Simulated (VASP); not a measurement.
# CdSe (Fm-3m) in VASP: settings compared, part 2 of 2

VASP 6.6.1. The steps go on from the part before.

### 4 Single point, r2SCAN

Contents of POSCAR:

```
CdSe
1.0
    0.0000000000      2.8739580000      2.8739580000
    2.8739580000      0.0000000000      2.8739580000
    2.8739580000      2.8739580000      0.0000000000
Cd Se
1 1
Direct
    0.0000000000      0.0000000000      0.0000000000
    0.5000000000      0.5000000000      0.5000000000
```

Contents of INCAR.step1:

```
SYSTEM = CdSe
PREC = Accurate
ENCUT = 520
ISMEAR = -1
SIGMA = 0.05
LREAL = .False.
LASPH = .True.
NELM = 60
NBANDS = 16
GGA = PE
ALGO = Normal
EDIFF = 1E-4
LWAVE = .True.
LCHARG = .False.
```

Contents of INCAR.step2:

```
SYSTEM = CdSe
PREC = Accurate
ENCUT = 520
EDIFF = 1E-6
ISMEAR = -1
SIGMA = 0.05
LREAL = .False.
LASPH = .True.
NELM = 60
ALGO = Normal
ISIF = 2
LWAVE = .False.
LCHARG = .False.
METAGGA = R2SCAN
LMIXTAU = .True.
NBANDS = 16
ISTART = 1
```

Contents of KPOINTS:

```
Automatic mesh
0
Gamma
  6 6 6
  0 0 0
```

Potentials or basis: VASP PAW PBE potentials, release 64 (Cd, Se).

Command:

```console
$ cat potpaw_PBE.64/Cd/POTCAR potpaw_PBE.64/Se/POTCAR > POTCAR
$ cp INCAR.step1 INCAR
$ mpirun -np 1 vasp_std > vasp.out
$ cp INCAR.step2 INCAR
$ mpirun -np 1 vasp_std > vasp.out
```

OUTCAR:

```text
SYSTEM = CdSe
   PREC = Accurate
   ENCUT = 520
   EDIFF = 1E-6
   ISMEAR = -1
   LREAL = .False.
   LASPH = .True.
   NELM = 60
   ISIF = 2
   METAGGA = R2SCAN
   ISTART = 1

 ion  position               nearest neighbor table
   1  0.000  0.000  0.000-   2 2.87   2 2.87   2 2.87   2 2.87   2 2.87   2 2.87
   2  0.500  0.500  0.500-   1 2.87   1 2.87   1 2.87   1 2.87   1 2.87   1 2.87

  LATTYP: Found a face centered cubic cell.
 ALAT       =     5.7479160000

  Lattice vectors:

 A1 = (   0.0000000000,   2.8739580000,   2.8739580000)
 A2 = (   2.8739580000,   0.0000000000,   2.8739580000)
 A3 = (   2.8739580000,   2.8739580000,   0.0000000000)

Analysis of symmetry for initial positions (statically):
=====================================================================
 Subroutine PRICEL returns:
 Original cell was already a primitive cell.

 Routine SETGRP: Setting up the symmetry group for a
 face centered cubic supercell.

 Subroutine GETGRP returns: Found 48 space group operations
 (whereof 48 operations were pure point group operations)
 out of a pool of 48 trial point group operations.

The static configuration has the point symmetry O_h .

Analysis of symmetry for dynamics (positions and initial velocities):
=====================================================================
 Subroutine PRICEL returns:
 Original cell was already a primitive cell.

 Routine SETGRP: Setting up the symmetry group for a
 face centered cubic supercell.

 Subroutine GETGRP returns: Found 48 space group operations
 (whereof 48 operations were pure point group operations)
 out of a pool of 48 trial point group operations.

The dynamic configuration has the point symmetry O_h .

 Subroutine INISYM returns: Found 48 space group operations
 (whereof 48 operations are pure point group operations),
 and found     1 'primitive' translations

----------------------------------------------------------------------------------------

                                     Primitive cell

  volume of cell :      47.4757

  direct lattice vectors                    reciprocal lattice vectors
     0.000000000  2.873958000  2.873958000    -0.173976098  0.173976098  0.173976098
     2.873958000  0.000000000  2.873958000     0.173976098 -0.173976098  0.173976098
     2.873958000  2.873958000  0.000000000     0.173976098  0.173976098 -0.173976098

  length of vectors
     4.064390381  4.064390381  4.064390381     0.301335442  0.301335442  0.301335442

  position of ions in fractional coordinates (direct lattice)
     0.000000000  0.000000000  0.000000000
     0.500000000  0.500000000  0.500000000

  ion indices of the primitive-cell ions
   primitive index   ion index
                 1           1
                 2           2

----------------------------------------------------------------------------------------

 KPOINTS: Automatic mesh

Automatic generation of k-mesh.
 Grid dimensions read from file:
 generate k-points for:    6    6    6

 Generating k-lattice:

  Cartesian coordinates                     Fractional coordinates (reciprocal lattice)
    -0.028996016  0.028996016  0.028996016     0.166666667  0.000000000  0.000000000
     0.028996016 -0.028996016  0.028996016     0.000000000  0.166666667  0.000000000
     0.028996016  0.028996016 -0.028996016     0.000000000  0.000000000  0.166666667

  Length of vectors
     0.050222574  0.050222574  0.050222574

  Shift w.r.t. Gamma in fractional coordinates (k-lattice)
     0.000000000  0.000000000  0.000000000

 Subroutine IBZKPT returns following result:
 ===========================================

 Found     16 irreducible k-points:

 Following reciprocal coordinates:
            Coordinates               Weight
  0.000000  0.000000  0.000000      1.000000
  0.166667  0.000000  0.000000      8.000000
  0.333333  0.000000  0.000000      8.000000
  0.500000  0.000000  0.000000      4.000000
  0.166667  0.166667  0.000000      6.000000
  0.333333  0.166667  0.000000     24.000000
[... 8 lines left out ...]
 -0.333333  0.333333  0.166667     24.000000
 -0.333333  0.500000  0.166667     12.000000
   k-points           NKPTS =     16   k-points in BZ     NKDIM =     16   number of bands    NBANDS=     16
   number of dos      NEDOS =    301   number of ions     NIONS =      2
   total plane-waves  NPLWV =  27000
   dimension x,y,z NGX =    30 NGY =   30 NGZ =   30
   dimension x,y,z NGXF=    60 NGYF=   60 NGZF=   60
   ions per type =               1   1
   NGX,Y,Z   is equivalent  to a cutoff of  12.27, 12.27, 12.27 a.u.
   NGXF,Y,Z  is equivalent  to a cutoff of  24.54, 24.54, 24.54 a.u.
 SYSTEM =  CdSe
   PREC   = accura    normal or accurate (medium, high low for compatibility)
   ISTART =      1    job   : 0-new  1-cont  2-samecut
   ICHARG =      0    charge: 1-file 2-atom 10-const
   ISPIN  =      1    spin polarized calculation?
   LNONCOLLINEAR =      F non collinear calculations
   LSORBIT =      F    spin-orbit coupling
   LASPH  =      T    aspherical Exc in radial PAW
   ENCUT  =  520.0 eV  38.22 Ry    6.18 a.u.   7.56  7.56  7.56*2*pi/ulx,y,z
   NELM   =     60;   NELMIN=  2; NELMDL=  0     # of ELM steps
   EDIFF  = 0.1E-05   stopping-criterion for ELM
   LREAL  =      F    real-space projection
   EDIFFG = 0.1E-04   stopping-criterion for IOM
   NSW    =      0    number of steps for IOM
   IBRION =     -1    ionic relax: 0-MD 1-quasi-New 2-CG
   NFREE  =      0    steps in history (QN), initial steepest desc. (CG)
   ISIF   =      2    stress and relaxation
   ISYM   =      2    0-nonsym 1-usesym 2-fastsym
   POTIM  = 0.5000    time-step for ionic-motion
   TEBEG  =    0.0;   TEEND  =   0.0 temperature during run
   PSTRESS=    0.0 pullay stress
   NELECT =      18.0000    total number of electrons
   NUPDOWN=      -1.0000    fix difference up-down
   EMIN   =  10.00;   EMAX   =-10.00  energy-range for DOS
   EFERMI =   0.00;   METHOD = LEGACY
   ISMEAR =    -1;   SIGMA  =   0.05  broadening in eV -4-tet -1-fermi 0-gaus
   EFERMI_NEDOS =   21; number of points for ismear=-14 and -15
   IALGO  =     38    algorithm
   IMIX   =      4    mixing-type and parameters
     AMIX     =   0.40;   BMIX     =  1.00
     AMIX_MAG =   1.60;   BMIX_MAG =  1.00
  volume/ion in A,a.u.               =      23.74       160.19
  Fermi-wavevector in a.u.,A,eV,Ry     =   1.184882  2.239103 19.101849  1.403946
  Thomas-Fermi vector in A             =   2.321088
   LORBIT       =      0    0 simple, 1 ext, 2 COOP (PROOUT), +10 PAW based schemes
   METAGGA = R2SCAN    functional components
   LHFCALC =     F    Hartree Fock is set to
   AEXX    =    0.0000 exact exchange contribution
   IVDW    =     0    specifies the selected vdW correction
   LEPSILON=     F    determine dielectric tensor
   LRPA    =     F    only Hartree local field effects (RPA)
 non-spin polarized calculation
  energy-cutoff  :      520.00
  volume of cell :       47.48
 maximum number of plane-waves:      1303
   NGX = 15   NGY = 15   NGZ = 15

 number of electron      18.0000008 magnetization

 Free energy of the ion-electron system (eV)
  ---------------------------------------------------
  ext. energy  EPLUGINS =         0.00000000
  ---------------------------------------------------
  free energy    TOTEN  =       -35.69053248 eV

  energy without entropy =      -35.68593097  energy(sigma->0) =      -35.68823172

 E-fermi :   2.0501     XC(G=0): -10.5028

 val. band max:        1.9945102478   @ k =   0.5000   0.5000   0.0000
 cond. band min:       2.6793342876   @ k =   0.0000   0.0000   0.0000
 fundamental gap:      0.6848240398
 Fermi energy:         2.0501058735

 k-point     1 :       0.0000    0.0000    0.0000
  band No.  band energies     occupation
      1     -11.3018      2.00000
      2      -6.1786      2.00000
      3      -6.1786      2.00000
      4      -6.1634      2.00000
      5      -6.1634      2.00000
      6      -6.1634      2.00000
[... 8 lines left out ...]
     15      12.5624      0.00000
     16      12.5624      0.00000
[... 267 lines left out ...]
 k-point    16 :      -0.3333    0.5000    0.1667
  band No.  band energies     occupation
      1     -10.4345      2.00000
      2      -6.2316      2.00000
      3      -6.2131      2.00000
      4      -6.0775      2.00000
      5      -5.9833      2.00000
      6      -5.5828      2.00000
[... 8 lines left out ...]
     15      15.8079      0.00000
     16      17.5399      0.00000

------------------------ aborting loop because EDIFF is reached ----------------------------------------

  FORCE on cell =-STRESS in cart. coord.  units (eV):
  Direction    XX          YY          ZZ          XY          YZ          ZX
  --------------------------------------------------------------------------------------
  -------------------------------------------------------------------------------------
  Total       -0.5198752     -0.5198752     -0.5198752     -0.0000000     -0.0000000      0.0000000
  in kB      -17.5443950    -17.5443950    -17.5443950     -0.0000000     -0.0000000      0.0000000
  external PRESSURE =     -17.5443950 kB  Pullay stress =       0.0000000 kB

 VOLUME and BASIS-vectors are now :
 -----------------------------------------------------------------------------
  energy-cutoff  :      520.00
  volume of cell :       47.48
      direct lattice vectors                 reciprocal lattice vectors
     0.000000000  2.873958000  2.873958000    -0.173976098  0.173976098  0.173976098
     2.873958000  0.000000000  2.873958000     0.173976098 -0.173976098  0.173976098
     2.873958000  2.873958000  0.000000000     0.173976098  0.173976098 -0.173976098

 POSITION                                       TOTAL-FORCE (eV/Angst)
 -----------------------------------------------------------------------------------
      0.00000      0.00000      0.00000        -0.000000      0.000000      0.000000
      2.87396      2.87396      2.87396         0.000000     -0.000000     -0.000000
 -----------------------------------------------------------------------------------
    total drift:                               -0.000000      0.000000      0.000000

  FREE ENERGIE OF THE ION-ELECTRON SYSTEM (eV)
  ---------------------------------------------------
  free  energy   TOTEN  =       -35.6905324761 eV

  energy  without entropy=      -35.6859309728  energy(sigma->0) =      -35.68823172
```

OSZICAR.step1:

```text
N       E                     dE             d eps       ncg     rms          rms(c)
DAV:   1     0.105203730251E+03    0.10520E+03   -0.92323E+03   528   0.105E+03
DAV:   2    -0.200997636527E+01   -0.10721E+03   -0.10183E+03   616   0.249E+02
DAV:   3    -0.561699767885E+01   -0.36070E+01   -0.36009E+01   624   0.477E+01
DAV:   4    -0.562878669023E+01   -0.11789E-01   -0.11789E-01   616   0.261E+00
DAV:   5    -0.562884058613E+01   -0.53896E-04   -0.53896E-04   648   0.158E-01    0.531E+00
DAV:   6    -0.522594539491E+01    0.40290E+00   -0.60999E-01   656   0.896E+00    0.450E+00
DAV:   7    -0.520343416851E+01    0.22511E-01   -0.11191E-01   560   0.238E+00    0.214E+00
DAV:   8    -0.520286558791E+01    0.56858E-03   -0.11119E-02   600   0.121E+00    0.203E-01
DAV:   9    -0.520285560116E+01    0.99867E-05   -0.91434E-04   600   0.342E-01
   1 F= -.52028556E+01 E0= -.52001920E+01  d E =-.532726E-02
```

Run time: 32 s. Hardware: 1 thread of Intel Xeon 6975P-C, shared host; peak memory 0.17 GiB.

What came out:

```yaml
Free_energy: -35.6905 eV
Pressure: -1.8 GPa
```

Levels at points of the mesh, in eV from the Fermi level:
```tsv
k point	band 6	band 7	band 8	band 9	band 10	band 11	band 12	band 13
(0.00, 0.00, 0.00)	-8.21	-0.67	-0.67	-0.67	0.63	9.10	9.10	9.10
(0.50, 0.00, 0.00)	-8.08	-4.99	-0.12	-0.12	3.53	5.76	5.76	6.45
(0.50, 0.50, 0.00)	-7.52	-4.17	-2.12	-2.12	-0.06	5.83	10.46	11.10
```

Caveat: the PAW data sets were made with another functional, which shifts forces and pressure a little.

### 5 Summary

```tsv
level	potentials or basis	gap on the mesh (eV)	pressure (GPa)
PBEsol	VASP PAW PBE potentials, release 64 (Cd, Se)	none	-3.4
LDA	VASP PAW LDA potentials, release 64 (Cd, Se)	none	-5.5
r2SCAN	VASP PAW PBE potentials, release 64 (Cd, Se)	-	-1.8
```

Alike in all rows: task single point; no spin polarisation; cell as given; k mesh 6 × 6 × 6; cutoff (eV) 520; smearing fermi-dirac 0.05 eV.

Caveats: the PAW data sets were made with another functional, which shifts forces and pressure a little (some runs).

Total energies depend on the potentials used, so only differences within one code and one set of settings carry meaning.
